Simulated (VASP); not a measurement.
# KCl in VASP: further runs, part 2 of 2

VASP 6.6.1. Earlier steps stand in the parts before.

## Step 6: Single point, PBEsol

This run uses another cell than the first one, of 16.62 Å³/atom, 0.576 times its volume.

INCAR reads:

```
  PREC = Accurate
  ENCUT = 520
  EDIFF = 1E-7
  ISMEAR = -1
  SIGMA = 0.05
  LREAL = F
  LASPH = T
  NELM = 60
  ALGO = Normal
  ISIF = 2
  LWAVE = F
  LCHARG = T
  GGA = PS
  LELF = T
  LVHAR = T
  NBANDS = 15
```

KPOINTS reads:

```
regular mesh
0
Gamma
  7 7 7
```

POSCAR reads:

```
KCl
1.0
    3.2150631972      0.0000000000      0.0000000000
    0.0000000000      3.2150631972      0.0000000000
    0.0000000000      0.0000000000      3.2150631972
K Cl
1 1
Direct
    0.0000000000      0.0000000000      0.0000000000
    0.5000000000      0.5000000000      0.5000000000
```

Potentials or basis: VASP PAW PBE potentials, release 64 (K_sv, Cl).

On the command line:

```
cat potpaw_PBE.64/K_sv/POTCAR potpaw_PBE.64/Cl/POTCAR > POTCAR
mpirun -np 1 vasp_std > vasp.out
```

OUTCAR:

```text
PREC = Accurate
   ENCUT = 520
   EDIFF = 1E-7
   ISMEAR = -1
   LREAL = F
   LASPH = T
   NELM = 60
   ISIF = 2
   GGA = PS

 ion  position               nearest neighbor table
   1  0.000  0.000  0.000-   2 2.78   2 2.78   2 2.78   2 2.78   2 2.78   2 2.78   2 2.78   2 2.78

   2  0.500  0.500  0.500-   1 2.78   1 2.78   1 2.78   1 2.78   1 2.78   1 2.78   1 2.78   1 2.78

  LATTYP: Found a simple cubic cell.
 ALAT       =     3.2150631972

  Lattice vectors:

 A1 = (   3.2150631972,   0.0000000000,   0.0000000000)
 A2 = (   0.0000000000,   3.2150631972,   0.0000000000)
 A3 = (   0.0000000000,   0.0000000000,   3.2150631972)

Analysis of symmetry for initial positions (statically):
=====================================================================
 Subroutine PRICEL returns:
 Original cell was already a primitive cell.

 Routine SETGRP: Setting up the symmetry group for a
 simple cubic supercell.

 Subroutine GETGRP returns: Found 48 space group operations
 (whereof 48 operations were pure point group operations)
 out of a pool of 48 trial point group operations.

The static configuration has the point symmetry O_h .

Analysis of symmetry for dynamics (positions and initial velocities):
=====================================================================
 Subroutine PRICEL returns:
 Original cell was already a primitive cell.

 Routine SETGRP: Setting up the symmetry group for a
 simple cubic supercell.

 Subroutine GETGRP returns: Found 48 space group operations
 (whereof 48 operations were pure point group operations)
 out of a pool of 48 trial point group operations.

The dynamic configuration has the point symmetry O_h .

 Subroutine INISYM returns: Found 48 space group operations
 (whereof 48 operations are pure point group operations),
 and found     1 'primitive' translations

----------------------------------------------------------------------------------------

                                     Primitive cell

  volume of cell :      33.2329

  direct lattice vectors                    reciprocal lattice vectors
     3.215063197  0.000000000  0.000000000     0.311035877  0.000000000  0.000000000
     0.000000000  3.215063197  0.000000000     0.000000000  0.311035877  0.000000000
     0.000000000  0.000000000  3.215063197     0.000000000  0.000000000  0.311035877

  length of vectors
     3.215063197  3.215063197  3.215063197     0.311035877  0.311035877  0.311035877

  position of ions in fractional coordinates (direct lattice)
     0.000000000  0.000000000  0.000000000
     0.500000000  0.500000000  0.500000000

  ion indices of the primitive-cell ions
   primitive index   ion index
                 1           1
                 2           2

----------------------------------------------------------------------------------------

 KPOINTS: regular mesh

Automatic generation of k-mesh.
 Grid dimensions read from file:
 generate k-points for:    7    7    7
[... 22 lines left out ...]
  0.142857  0.000000  0.000000      6.000000
  0.285714  0.000000  0.000000      6.000000
  0.428571  0.000000  0.000000      6.000000
  0.142857  0.142857  0.000000     12.000000
  0.285714  0.142857  0.000000     24.000000
[... 12 lines left out ...]
  0.428571  0.428571  0.285714     24.000000
  0.428571  0.428571  0.428571      8.000000
   k-points           NKPTS =     20   k-points in BZ     NKDIM =     20   number of bands    NBANDS=     15
   number of dos      NEDOS =    301   number of ions     NIONS =      2
   total plane-waves  NPLWV =  13824
   dimension x,y,z NGX =    24 NGY =   24 NGZ =   24
   dimension x,y,z NGXF=    48 NGYF=   48 NGZF=   48
   ions per type =               1   1
   NGX,Y,Z   is equivalent  to a cutoff of  12.41, 12.41, 12.41 a.u.
   NGXF,Y,Z  is equivalent  to a cutoff of  24.82, 24.82, 24.82 a.u.
 SYSTEM =  unknown system
   PREC   = accura    normal or accurate (medium, high low for compatibility)
   ISTART =      0    job   : 0-new  1-cont  2-samecut
   ICHARG =      2    charge: 1-file 2-atom 10-const
   ISPIN  =      1    spin polarized calculation?
   LNONCOLLINEAR =      F non collinear calculations
   LSORBIT =      F    spin-orbit coupling
   LASPH  =      T    aspherical Exc in radial PAW
   ENCUT  =  520.0 eV  38.22 Ry    6.18 a.u.   5.98  5.98  5.98*2*pi/ulx,y,z
   NELM   =     60;   NELMIN=  2; NELMDL= -5     # of ELM steps
   EDIFF  = 0.1E-06   stopping-criterion for ELM
   LREAL  =      F    real-space projection
   EDIFFG = 0.1E-05   stopping-criterion for IOM
   NSW    =      0    number of steps for IOM
   IBRION =     -1    ionic relax: 0-MD 1-quasi-New 2-CG
   NFREE  =      0    steps in history (QN), initial steepest desc. (CG)
   ISIF   =      2    stress and relaxation
   ISYM   =      2    0-nonsym 1-usesym 2-fastsym
   POTIM  = 0.5000    time-step for ionic-motion
   TEBEG  =    0.0;   TEEND  =   0.0 temperature during run
   PSTRESS=    0.0 pullay stress
   NELECT =      16.0000    total number of electrons
   NUPDOWN=      -1.0000    fix difference up-down
   EMIN   =  10.00;   EMAX   =-10.00  energy-range for DOS
   EFERMI =   0.00;   METHOD = LEGACY
   ISMEAR =    -1;   SIGMA  =   0.05  broadening in eV -4-tet -1-fermi 0-gaus
   EFERMI_NEDOS =   21; number of points for ismear=-14 and -15
   IALGO  =     38    algorithm
   IMIX   =      4    mixing-type and parameters
     AMIX     =   0.40;   BMIX     =  1.00
     AMIX_MAG =   1.60;   BMIX_MAG =  1.00
  volume/ion in A,a.u.               =      16.62       112.13
  Fermi-wavevector in a.u.,A,eV,Ry     =   1.283095  2.424697 22.399700  1.646332
  Thomas-Fermi vector in A             =   2.415367
   LORBIT       =      0    0 simple, 1 ext, 2 COOP (PROOUT), +10 PAW based schemes
   GGA     = PS    functional components
   LHFCALC =     F    Hartree Fock is set to
   AEXX    =    0.0000 exact exchange contribution
   IVDW    =     0    specifies the selected vdW correction
   LEPSILON=     F    determine dielectric tensor
   LRPA    =     F    only Hartree local field effects (RPA)
 non-spin polarized calculation
  energy-cutoff  :      520.00
  volume of cell :       33.23
 maximum number of plane-waves:       916
 NGX is ok and might be reduce to    24
   NGX = 11   NGY = 11   NGZ = 11

 number of electron      16.0000000 magnetization

 Free energy of the ion-electron system (eV)
  ---------------------------------------------------
  ext. energy  EPLUGINS =         0.00000000
  ---------------------------------------------------
  free energy    TOTEN  =        -5.73229665 eV

  energy without entropy =       -5.73229665  energy(sigma->0) =       -5.73229665

 E-fermi :   3.8529     XC(G=0): -10.8730

 val. band max:        2.7763246951   @ k =   0.4286   0.4286   0.0000
 cond. band min:       7.9450822769   @ k =   0.0000   0.0000   0.0000
 fundamental gap:      5.1687575819
 Fermi energy:         3.8529405680

 k-point     1 :       0.0000    0.0000    0.0000
  band No.  band energies     occupation
      1     -24.8158      2.00000
      2     -11.1795      2.00000
      3      -7.9942      2.00000
      4      -7.9942      2.00000
      5      -7.9942      2.00000
      6       2.6428      2.00000
      7       2.6428      2.00000
      8       2.6428      2.00000
      9       7.9451      0.00000
     10       7.9451      0.00000
     11      10.9067      0.00000
     12      14.5020      0.00000
     13      14.5020      0.00000
     14      14.5020      0.00000
[... 329 lines left out ...]
      2      -9.9697      2.00000
      3      -8.6742      2.00000
      4      -8.6669      2.00000
      5      -8.6669      2.00000
      6      -0.2963      2.00000
      7      -0.2963      2.00000
      8      -0.0438      2.00000
      9      12.4380      0.00000
     10      13.0185      0.00000
     11      13.0185      0.00000
     12      15.4574      0.00000
     13      15.4574      0.00000
     14      15.7352      0.00000
     15      17.9713      0.00000

------------------------ aborting loop because EDIFF is reached ----------------------------------------

  FORCE on cell =-STRESS in cart. coord.  units (eV):
  Direction    XX          YY          ZZ          XY          YZ          ZX
  --------------------------------------------------------------------------------------
  -------------------------------------------------------------------------------------
  Total        6.3656392      6.3656392      6.3656392      0.0000000     -0.0000000      0.0000000
  in kB      306.8909348    306.8909348    306.8909348      0.0000000     -0.0000000      0.0000000
  external PRESSURE =     306.8909348 kB  Pullay stress =       0.0000000 kB

 VOLUME and BASIS-vectors are now :
 -----------------------------------------------------------------------------
  energy-cutoff  :      520.00
  volume of cell :       33.23
      direct lattice vectors                 reciprocal lattice vectors
     3.215063197  0.000000000  0.000000000     0.311035877  0.000000000  0.000000000
     0.000000000  3.215063197  0.000000000     0.000000000  0.311035877  0.000000000
     0.000000000  0.000000000  3.215063197     0.000000000  0.000000000  0.311035877

 POSITION                                       TOTAL-FORCE (eV/Angst)
 -----------------------------------------------------------------------------------
      0.00000      0.00000      0.00000         0.000000      0.000000      0.000000
      1.60753      1.60753      1.60753         0.000000      0.000000      0.000000
 -----------------------------------------------------------------------------------
    total drift:                                0.000000      0.000000     -0.000000

  FREE ENERGIE OF THE ION-ELECTRON SYSTEM (eV)
  ---------------------------------------------------
  free  energy   TOTEN  =        -5.7322966504 eV

  energy  without entropy=       -5.7322966504  energy(sigma->0) =       -5.73229665
```

Run time: 4 s. Hardware: 1 thread of Intel Xeon 6975P-C (Granite Rapids), shared host; peak memory 0.13 GiB.

Results:

```yaml
Free_energy: -5.7323 eV
Pressure: 30.7 GPa
Band_gap_on_the_k_mesh: 5.17 eV, indirect (least direct gap 5.30 eV)
```

Caveat: the PAW data sets were made with another functional, which shifts forces and pressure a little. A k mesh can miss the band edges.

## Step 7: Overview

| level | cell | gap on the mesh (eV) | pressure (GPa) |
| --- | --- | --- | --- |
| PBE | a = 3.865 Å, 2 atoms | 4.74 | -0.4 |
| PBE | a = 3.890 Å, 2 atoms | 4.66 | -0.7 |
| PBE | a = 3.914 Å, 2 atoms | 4.58 | -1.0 |
| PBE | a = 3.839 Å, 2 atoms | 4.82 | 0.0 |
| PBEsol | a = 3.215 Å, 2 atoms | 5.17 | 30.7 |

Alike in all rows: task single point; potentials or basis VASP PAW PBE potentials, release 64 (K_sv, Cl); no spin polarisation; k mesh 7 × 7 × 7; cutoff (eV) 520; smearing fermi-dirac 0.05 eV.

Caveats: the PAW data sets were made with another functional, which shifts forces and pressure a little (some runs).

Absolute energies hang on the potentials; compare differences alone.
